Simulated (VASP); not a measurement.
# Al3BP2 (P6/mmm) in VASP: notebook

Al3BP2 is run at these levels: PBE; tasks: single point, relaxation of cell and atoms.

Everything below comes from runs of VASP 6.6.1. Logs are shortened: lines on timing, memory, paths and dates and some standing lists are left out, and cuts for length are marked.

## (1) The cell of the first run

The structure is hexagonal, space group P6/mmm (No. 191). Conventional cell: a = 4.864 Å, b = 4.864 Å, c = 7.601 Å, α = 90.00°, β = 90.00°, γ = 120.00°. Within 1.9 Å of Al (site symmetry mmm) lie 2 P at 1.40 Å. Within 3.2 Å of B (site symmetry 6/mmm) lie 6 Al at 2.43 Å and 6 P at 2.81 Å. Within 1.9 Å of P (site symmetry -6m2) lie 3 Al at 1.40 Å.

## (2) Single point, PBE

File INCAR:

```
PREC = Accurate ; ENCUT = 520
EDIFF = 1E-6 ; ISMEAR = 0
SIGMA = 0.1 ; LREAL = False
LASPH = True ; NELM = 60
ALGO = Normal ; ISIF = 2
LWAVE = False ; LCHARG = False
GGA = PE ; NBANDS = 20
```

File KPOINTS:

```
regular mesh
0
Gamma
  6 6 2
```

File POSCAR:

```
Al3BP2
1.0
    4.8644328800      0.0000000000      0.0000000000
   -2.4322164400      4.2127224500      0.0000000000
    0.0000000000      0.0000000000      7.6014853300
Al B P
3 1 2
Direct
    0.5000000000      0.0000000000      0.5000000000
    0.0000000000      0.5000000000      0.5000000000
    0.5000000000      0.5000000000      0.5000000000
    0.0000000000      0.0000000000      0.5000000000
    0.3333333300      0.6666666700      0.5000000000
    0.6666666700      0.3333333300      0.5000000000
```

Potentials or basis: VASP PAW PBE potentials, release 64 (Al, B, P).

The run is started by

```sh
$ cat potpaw_PBE.64/Al/POTCAR potpaw_PBE.64/B/POTCAR potpaw_PBE.64/P/POTCAR > POTCAR
$ mpirun -np 1 vasp_std > vasp.out
```

OUTCAR:

```text
PREC = Accurate
   ENCUT = 520
   EDIFF = 1E-6
   ISMEAR = 0
   LREAL = False
   LASPH = True
   NELM = 60
   ISIF = 2
   GGA = PE

 ion  position               nearest neighbor table
   1  0.500  0.000  0.500-   5 1.40   6 1.40   4 2.43   4 2.43   2 2.43   3 2.43   3 2.43   2 2.43

   2  0.000  0.500  0.500-   5 1.40   6 1.40   3 2.43   3 2.43   4 2.43   4 2.43   1 2.43   1 2.43

   3  0.500  0.500  0.500-   5 1.40   6 1.40   2 2.43   2 2.43   4 2.43   1 2.43   1 2.43   4 2.43

   4  0.000  0.000  0.500-   1 2.43   1 2.43   3 2.43   2 2.43   2 2.43   3 2.43
   5  0.333  0.667  0.500-   2 1.40   1 1.40   3 1.40   6 2.81   6 2.81   6 2.81
   6  0.667  0.333  0.500-   2 1.40   1 1.40   3 1.40   5 2.81   5 2.81   5 2.81

 -----------------------------------------------------------------------------
|                                                                             |
|           W    W    AA    RRRRR   N    N  II  N    N   GGGG   !!!           |
|           W    W   A  A   R    R  NN   N  II  NN   N  G    G  !!!           |
|           W    W  A    A  R    R  N N  N  II  N N  N  G       !!!           |
|           W WW W  AAAAAA  RRRRR   N  N N  II  N  N N  G  GGG   !            |
|           WW  WW  A    A  R   R   N   NN  II  N   NN  G    G                |
|           W    W  A    A  R    R  N    N  II  N    N   GGGG   !!!           |
|                                                                             |
|     The distance between some ions is very small. Please check the          |
|     nearest-neighbor list in the OUTCAR file.                               |
|     I HOPE YOU KNOW WHAT YOU ARE DOING!                                     |
|                                                                             |
 -----------------------------------------------------------------------------

  LATTYP: Found a hexagonal cell.
 ALAT       =     4.8644328800
 C/A-ratio  =     1.5626663000

  Lattice vectors:

 A1 = (   4.8644328800,   0.0000000000,   0.0000000000)
 A2 = (  -2.4322164400,   4.2127224500,   0.0000000000)
 A3 = (   0.0000000000,   0.0000000000,   7.6014853300)

Analysis of symmetry for initial positions (statically):
=====================================================================
 Subroutine PRICEL returns:
 Original cell was already a primitive cell.

 Routine SETGRP: Setting up the symmetry group for a
 hexagonal supercell.

 Subroutine GETGRP returns: Found 24 space group operations
 (whereof 24 operations were pure point group operations)
 out of a pool of 24 trial point group operations.

The static configuration has the point symmetry D_6h.

Analysis of symmetry for dynamics (positions and initial velocities):
[... 117 lines left out ...]
   TEBEG  =    0.0;   TEEND  =   0.0 temperature during run
   PSTRESS=    0.0 pullay stress
   NELECT =      22.0000    total number of electrons
   NUPDOWN=      -1.0000    fix difference up-down
   EMIN   =  10.00;   EMAX   =-10.00  energy-range for DOS
   EFERMI =   0.00;   METHOD = LEGACY
   ISMEAR =     0;   SIGMA  =   0.10  broadening in eV -4-tet -1-fermi 0-gaus
   EFERMI_NEDOS =   21; number of points for ismear=-14 and -15
   IALGO  =     38    algorithm
   IMIX   =      4    mixing-type and parameters
     AMIX     =   0.40;   BMIX     =  1.00
     AMIX_MAG =   1.60;   BMIX_MAG =  1.00
  volume/ion in A,a.u.               =      25.96       175.20
  Fermi-wavevector in a.u.,A,eV,Ry     =   0.852546  1.611079  9.889189  0.726835
  Thomas-Fermi vector in A             =   1.968851
   LORBIT       =      0    0 simple, 1 ext, 2 COOP (PROOUT), +10 PAW based schemes
   GGA     = PE    functional components
   LHFCALC =     F    Hartree Fock is set to
   AEXX    =    0.0000 exact exchange contribution
   IVDW    =     0    specifies the selected vdW correction
   LEPSILON=     F    determine dielectric tensor
   LRPA    =     F    only Hartree local field effects (RPA)
 non-spin polarized calculation
 Gauss-broadening in eV      SIGMA  =   0.10
  energy-cutoff  :      520.00
  volume of cell :      155.77
 maximum number of plane-waves:      4220
   NGX = 19   NGY = 19   NGZ = 29

 number of electron      21.9999995 magnetization

 Free energy of the ion-electron system (eV)
  ---------------------------------------------------
  ext. energy  EPLUGINS =         0.00000000
  ---------------------------------------------------
  free energy    TOTEN  =        67.73732654 eV

  energy without entropy =       67.74845083  energy(sigma->0) =       67.74288869

 E-fermi :   2.9777     XC(G=0):  -6.0613

 val. band max:        2.9481898391   @ k =   0.1667   0.0000   0.0000
 cond. band min:       3.2880958170   @ k =   0.1667   0.0000   0.5000
 fundamental gap:      0.3399059779
 Fermi energy:         2.9777251618

 k-point     1 :       0.0000    0.0000    0.0000
  band No.  band energies     occupation
      1     -14.1460      2.00000
      2     -10.0604      2.00000
      3      -5.3659      2.00000
      4      -5.3659      2.00000
      5      -5.1990      2.00000
      6      -4.6356      2.00000
[... 311 lines left out ...]
     19       7.4654      0.00000
     20       7.4654      0.00000

------------------------ aborting loop because EDIFF is reached ----------------------------------------

  FORCE on cell =-STRESS in cart. coord.  units (eV):
  Direction    XX          YY          ZZ          XY          YZ          ZX
  --------------------------------------------------------------------------------------
  -------------------------------------------------------------------------------------
  Total      245.0359659    245.0359660     -0.0274701      0.0000000      0.0000000      0.0000000
  in kB     2520.2689688   2520.2689699     -0.2825388      0.0000000      0.0000000      0.0000000
  external PRESSURE =    1680.0851333 kB  Pullay stress =       0.0000000 kB

 VOLUME and BASIS-vectors are now :
 -----------------------------------------------------------------------------
  energy-cutoff  :      520.00
  volume of cell :      155.77
      direct lattice vectors                 reciprocal lattice vectors
     4.864432880  0.000000000  0.000000000     0.205573810  0.118688094  0.000000000
    -2.432216440  4.212722450  0.000000000     0.000000000  0.237376189  0.000000000
     0.000000000  0.000000000  7.601485330     0.000000000  0.000000000  0.131553237

 POSITION                                       TOTAL-FORCE (eV/Angst)
 -----------------------------------------------------------------------------------
      2.43222      0.00000      3.80074        -0.000000      0.000000     -0.000000
     -1.21611      2.10636      3.80074        -0.000000      0.000000     -0.000000
      1.21611      2.10636      3.80074        -0.000000      0.000000     -0.000000
      0.00000      0.00000      3.80074        -0.000000      0.000000     -0.000000
     -0.00000      2.80848      3.80074         0.000000     -0.000000     -0.000000
      2.43222      1.40424      3.80074        -0.000000      0.000000      0.000000
 -----------------------------------------------------------------------------------
    total drift:                                0.000000      0.000000      0.000000

  FREE ENERGIE OF THE ION-ELECTRON SYSTEM (eV)
  ---------------------------------------------------
  free  energy   TOTEN  =        67.7373265365 eV

  energy  without entropy=       67.7484508335  energy(sigma->0) =       67.74288869
```

Run time: 38 s. Hardware: 1 thread of Intel Xeon Platinum 8259CL at 2.50GHz (Skylake/Cascade Lake), shared host; peak memory 0.27 GiB.

What came out:

```yaml
Free_energy: 67.7373 eV
Pressure: 168.0 GPa
Band_gap_on_the_k_mesh: zero (band 11 reaches 3.73 eV, above the bottom of band 12 at 2.71 eV)
```

Stress tensor (GPa, compression positive):
```
252.03   0.00   0.00
  0.00 252.03   0.00
  0.00   0.00  -0.03
```

Levels at points of the mesh, in eV from the Fermi level:
| k point | band 8 | band 9 | band 10 | band 11 | band 12 | band 13 | band 14 | band 15 |
| --- | --- | --- | --- | --- | --- | --- | --- | --- |
| (0.00, 0.00, 0.00) | -5.75 | -5.70 | 0.44 | 0.64 | 0.64 | 1.09 | 2.03 | 2.03 |
| (0.50, 0.00, 0.00) | -5.28 | -2.70 | -1.34 | -0.34 | -0.26 | -0.13 | 2.02 | 2.53 |
| (0.00, 0.00, 0.50) | -5.75 | -5.70 | 0.64 | 0.64 | 0.93 | 1.06 | 2.03 | 2.03 |
| (0.50, 0.00, 0.50) | -5.28 | -2.70 | -1.36 | -0.34 | -0.27 | -0.13 | 2.46 | 2.88 |

Caveat: the k points lie up to 0.41 Å⁻¹ apart.

## (3) Single point, PBE

This run uses another cell than the first one, of 44.32 Å³/atom, 1.707 times its volume.

File INCAR:

```
SYSTEM = Al3BP2
PREC = Accurate
ENCUT = 520
EDIFF = 1E-6
ISMEAR = 0
SIGMA = 0.1
LREAL = .False.
LASPH = .True.
NELM = 100
ALGO = Normal
ISIF = 2
LWAVE = .False.
LCHARG = .False.
GGA = PE
NBANDS = 20
```

File KPOINTS:

```
regular mesh
0
Gamma
  6 6 2
  0 0 0
```

File POSCAR:

```
Al3BP2
1.0
    7.7131439005      0.0000000000      0.0000000000
   -3.8565719502      6.6797785609      0.0000000000
    0.0000000000      0.0000000000      5.1613790409
Al B P
3 1 2
Direct
    0.5000000000      0.0000000000      0.5000000000
    0.0000000000      0.5000000000      0.5000000000
    0.5000000000      0.5000000000      0.5000000000
    0.0000000000      0.0000000000      0.5000000000
    0.3333333333      0.6666666667      0.5000000000
    0.6666666667      0.3333333333      0.5000000000
```

Potentials or basis: VASP PAW PBE potentials, release 64 (Al, B, P).

The run is started by

```sh
$ cat potpaw_PBE.64/Al/POTCAR potpaw_PBE.64/B/POTCAR potpaw_PBE.64/P/POTCAR > POTCAR
$ mpirun -np 1 vasp_std > vasp.out
```

OUTCAR:

```text
SYSTEM = Al3BP2
   PREC = Accurate
   ENCUT = 520
   EDIFF = 1E-6
   ISMEAR = 0
   LREAL = .False.
   LASPH = .True.
   NELM = 100
   ISIF = 2
   GGA = PE

 ion  position               nearest neighbor table
   1  0.500  0.000  0.500-   5 2.23   6 2.23
   2  0.000  0.500  0.500-   5 2.23   6 2.23
   3  0.500  0.500  0.500-   5 2.23   6 2.23
   4  0.000  0.000  0.500-
   5  0.333  0.667  0.500-   1 2.23   2 2.23   3 2.23
   6  0.667  0.333  0.500-   1 2.23   2 2.23   3 2.23
[... 517 lines left out ...]
  -------------------------------------------------------------------------------------
  Total        0.5688004      0.5688004      0.4522895      0.0000000      0.0000000     -0.0000000
  in kB        3.4269770      3.4269770      2.7250081      0.0000000      0.0000000     -0.0000000
  external PRESSURE =       3.1929874 kB  Pullay stress =       0.0000000 kB

 VOLUME and BASIS-vectors are now :
 -----------------------------------------------------------------------------
  energy-cutoff  :      520.00
  volume of cell :      265.93
      direct lattice vectors                 reciprocal lattice vectors
     7.713143901  0.000000000  0.000000000     0.129648819  0.074852781  0.000000000
    -3.856571950  6.679778561  0.000000000     0.000000000  0.149705561  0.000000000
     0.000000000  0.000000000  5.161379041     0.000000000  0.000000000  0.193746670

 POSITION                                       TOTAL-FORCE (eV/Angst)
 -----------------------------------------------------------------------------------
      3.85657      0.00000      2.58069        -0.000000      0.000000      0.000000
     -1.92829      3.33989      2.58069        -0.000000      0.000000      0.000000
      1.92829      3.33989      2.58069        -0.000000      0.000000      0.000000
      0.00000      0.00000      2.58069        -0.000000      0.000000      0.000000
     -0.00000      4.45319      2.58069         0.000000      0.000000      0.000000
      3.85657      2.22659      2.58069         0.000000      0.000000      0.000000
 -----------------------------------------------------------------------------------
    total drift:                                0.000000     -0.000000      0.000000

  FREE ENERGIE OF THE ION-ELECTRON SYSTEM (eV)
  ---------------------------------------------------
  free  energy   TOTEN  =       -18.9761361275 eV

  energy  without entropy=      -18.9583447237  energy(sigma->0) =      -18.96724043
```

Run time: 69 s. Hardware: 1 thread of Intel Xeon Platinum 8259CL at 2.50GHz (Skylake/Cascade Lake), shared host; peak memory 0.4 GiB.

What came out:

```
Free energy            : -18.9761 eV
Pressure               : 0.3 GPa
Band gap on the k mesh : zero (band 11 reaches 0.60 eV, above the bottom of band 12 at 0.07 eV)
```

Caveat: the k points lie up to 0.61 Å⁻¹ apart.

## (4) Relaxation of cell and atoms, PBE

File INCAR:

```
SYSTEM = Al3BP2
ALGO     = Normal         ! electronic algorithm
EDIFF    = 1E-7           ! SCF threshold, eV
EDIFFG   = -0.04          ! ionic threshold
ENCUT    = 600            ! plane-wave cutoff, eV
GGA      = PE             ! functional
IBRION   = 2              ! ionic algorithm
ISIF     = 3              ! what is computed and relaxed
ISMEAR   = 0              ! smearing method
LASPH    = .True.         ! aspherical terms in the spheres
LCHARG   = .False.        ! write CHGCAR
LREAL    = .False.        ! projectors in reciprocal space
LWAVE    = .False.        ! write WAVECAR
NELM     = 100            ! most SCF steps
NSW      = 90             ! ionic steps
PREC     = Accurate       ! precision mode
SIGMA    = 0.1            ! smearing width, eV
```

File KPOINTS:

```
k-points
0
Gamma
  6 6 2
  0 0 0
```

File POSCAR:

```
Al3BP2
1.0
    4.8644328800      0.0000000000      0.0000000000
   -2.4322164400      4.2127224500      0.0000000000
    0.0000000000      0.0000000000      7.6014853300
Al B P
3 1 2
Direct
    0.5000000000      0.0000000000      0.5000000000
    0.0000000000      0.5000000000      0.5000000000
    0.5000000000      0.5000000000      0.5000000000
    0.0000000000      0.0000000000      0.5000000000
    0.3333333300      0.6666666700      0.5000000000
    0.6666666700      0.3333333300      0.5000000000
```

The run is started by

```sh
$ cat potpaw_PBE.64/Al/POTCAR potpaw_PBE.64/B/POTCAR potpaw_PBE.64/P/POTCAR > POTCAR
$ mpirun -np 1 vasp_std > vasp.out
```

Wall time 13 min (1 thread of Intel Xeon Platinum 8259CL at 2.50GHz (Skylake/Cascade Lake), shared host); peak memory 0.34 GiB.

Results (log left out):

| Property | Result |
| --- | --- |
| Free energy | -18.9352 eV |
| Relaxed cell | a = 7.731 Å, b = 7.731 Å, c = 7.598 Å, α = 90.00°, β = 90.00°, γ = 120.00° |
| Space group after relaxing (to 0.05 Å) | P6/mmm (No. 191) |
| Energy gained by relaxing | 14444.9 meV/atom |
| Ionic steps | 10 |
| Pressure after relaxing | 0.0 GPa |
| Band gap on the k mesh | zero (band 11 reaches -0.79 eV, above the bottom of band 12 at -1.20 eV) |

The path:
| step | energy change (eV) | largest force (eV/Å) | pressure (GPa) | volume (Å³) |
| --- | --- | --- | --- | --- |
| 1 | 0.0000 | 0.0000 | 168.02 | 155.77 |
| 2 | -70.2797 | 0.0000 | -1.11 | 1374.09 |
| 3 | -71.6107 | 0.0000 | -1.39 | 1271.28 |
| 4 | -72.9376 | 0.0000 | -1.47 | 1170.47 |
| 5 | -84.1610 | 0.0000 | -2.45 | 545.08 |
| 6 | -84.5901 | 0.0000 | 7.63 | 320.91 |
| 7 | -85.9663 | 0.0000 | -1.89 | 459.49 |
| 8 | -86.6588 | 0.0000 | 0.34 | 387.10 |
| 9 | -86.6668 | 0.0000 | -0.16 | 396.61 |
| 10 | -86.6691 | 0.0000 | 0.00 | 393.28 |

Final structure:
```cif
data_structure
_symmetry_space_group_name_H-M 'P 1'
_symmetry_Int_Tables_number 1
_cell_length_a 7.7311
_cell_length_b 7.7311
_cell_length_c 7.5980
_cell_angle_alpha 90.000
_cell_angle_beta 90.000
_cell_angle_gamma 120.000
_cell_volume 393.28
loop_
_atom_site_label
_atom_site_type_symbol
_atom_site_fract_x
_atom_site_fract_y
_atom_site_fract_z
_atom_site_occupancy
Al1 Al 0.50000 0.00000 0.50000 1
Al2 Al 0.00000 0.50000 0.50000 1
Al3 Al 0.50000 0.50000 0.50000 1
B1 B 0.00000 0.00000 0.50000 1
P1 P 0.33333 0.66667 0.50000 1
P2 P 0.66667 0.33333 0.50000 1
```

Levels at points of the mesh, in eV from the Fermi level:
```csv
k point,band 9,band 10,band 11,band 12,band 13,band 14
"(0.00, 0.00, 0.00)",-2.06,-0.75,-0.31,-0.31,0.73,1.07
"(0.50, 0.00, 0.00)",-2.47,-0.43,-0.33,-0.08,0.58,1.44
"(0.00, 0.00, 0.50)",-2.07,-0.72,-0.30,-0.30,0.66,1.00
"(0.50, 0.00, 0.50)",-2.49,-0.41,-0.33,-0.07,0.51,0.91
```

Caveat: the k points lie up to 0.41 Å⁻¹ apart in the final cell; the volume moved by over 15 % at a fixed basis, so the end points are rough.

## (5) Summary

```csv
task,cell,cutoff (eV),gap on the mesh (eV),pressure (GPa)
single point,"a = 4.864, b = 4.864, c = 7.601 Å, angles 90.0, 90.0, 120.0°, 6 atoms",520,none,168.0
single point,"a = 7.713, b = 7.713, c = 5.161 Å, angles 90.0, 90.0, 120.0°, 6 atoms",520,none,0.3
relaxation of cell and atoms,"relaxed from a = 4.864, b = 4.864, c = 7.601 Å, angles 90.0, 90.0, 120.0°, 6 atoms",600,none,0.0
```

Alike in all rows: level PBE; potentials or basis VASP PAW PBE potentials, release 64 (Al, B, P); no spin polarisation; k mesh 6 × 6 × 2; smearing gaussian 0.1 eV.

Caveats: all runs use coarse meshes; the volume moved by over 15 % at a fixed basis, so the end points are rough (some runs).

Absolute energies hang on the potentials; compare differences alone.
